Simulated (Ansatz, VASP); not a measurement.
**InAs in VASP and in Ansatz**

```
In As
1.0
     0.00000    3.10041    3.00468
     3.10041    0.00000    3.00468
     3.10041    3.10041    0.00000
In As
1 1
Cartesian
  0.0000 0.0000 0.0000
  1.5502 1.5502 1.5023
```

Change from the starting cell: epitaxial_xy strain +1.5%.

Alike in both runs: task single point; functional r2SCAN; k mesh 8 × 8 × 8; occupations fermi-dirac, width 0.02 eV; no spin polarisation.

```csv
,VASP,Ansatz
version,VASP 6.6.1,Ansatz 0.2.0
potentials or method,"VASP PAW PBE potentials, release 64 (In_d, As)","plane waves, PAW"
plane-wave cutoff (eV),520,500
valence electrons in the cell,18,28
```

```tsv
	VASP	Ansatz	Ansatz less VASP
pressure (GPa)	-0.7	-0.7	+0.01
traceless stress, the component that is largest in VASP (GPa)	0.72	0.72	-0.001
```

VASP's potentials were made for PBE, not for r2SCAN. The functional is the same, so the differences come from potentials, cutoffs and numerics. VASP's potentials hold 18 valence electrons a cell and Ansatz's 28, so a difference there can come from the potentials and not from the codes.
